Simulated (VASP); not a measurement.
Here is a VASP 6.6.1 calculation.

File POSCAR:

```
TaN
1.0
    0.0000000000      2.2113230000      2.2113230000
    2.2113230000      0.0000000000      2.2113230000
    2.2113230000      2.2113230000      0.0000000000
Ta N
1 1
Direct
    0.5000000000      0.5000000000      0.5000000000
    0.0000000000      0.0000000000      0.0000000000
```

Contents of INCAR.step1:

```
  ALGO = Normal
  EDIFF = 1E-5
  ENCUT = 660
  GGA = PE
  GGA_COMPAT = F
  ISMEAR = -1
  LASPH = T
  LCHARG = F
  LDAU = T
  LDAUJ = 0 0
  LDAUL = 2 -1
  LDAUTYPE = 2
  LDAUU = 3 0
  LMAXMIX = 4
  LREAL = F
  LWAVE = T
  NBANDS = 16
  NELM = 200
  PREC = Accurate
  SIGMA = 0.05
```

INCAR.step2

```
  ALGO = Normal
  EDIFF = 1E-6
  ENCUT = 660
  GGA_COMPAT = F
  ISIF = 2
  ISMEAR = -1
  ISTART = 1
  LASPH = T
  LCHARG = T
  LDAU = T
  LDAUJ = 0 0
  LDAUL = 2 -1
  LDAUPRINT = 1
  LDAUTYPE = 2
  LDAUU = 3 0
  LELF = T
  LMAXMIX = 4
  LMIXTAU = T
  LREAL = F
  LVHAR = T
  LWAVE = F
  METAGGA = R2SCAN
  NBANDS = 16
  NELM = 200
  PREC = Accurate
  SIGMA = 0.05
```

Contents of KPOINTS:

```
k-points
0
Gamma
  10 10 10
```

Potentials or basis: VASP PAW PBE potentials, release 64 (Ta_sv_GW, N).

The run is started by

```bash
$ cat potpaw_PBE.64/Ta_sv_GW/POTCAR potpaw_PBE.64/N/POTCAR > POTCAR
$ cp INCAR.step1 INCAR
$ mpirun -np 1 vasp_std > vasp.out
$ cp INCAR.step2 INCAR
$ mpirun -np 1 vasp_std > vasp.out
```

Task: What does it give for the pressure?

Result: 2.6 GPa.

Task: What does it give for the band gap on the k mesh?

Result: Zero (band 9 reaches 15.99 eV, above the bottom of band 10 at 11.94 eV).

Eigenvalues of the final occupation matrices:
| site | spin | trace | eigenvalues |
| --- | --- | --- | --- |
| site 1 d | 1 | 1.13 | 0.18 0.18 0.26 0.26 0.26 |
| site 1 d | 2 | 1.13 | 0.18 0.18 0.26 0.26 0.26 |

Caveat: the PAW data sets were made with another functional, which shifts forces and pressure a little; spin-orbit coupling is left out, which moves the levels of the heavy elements; U without spin polarisation on a metal has little footing.
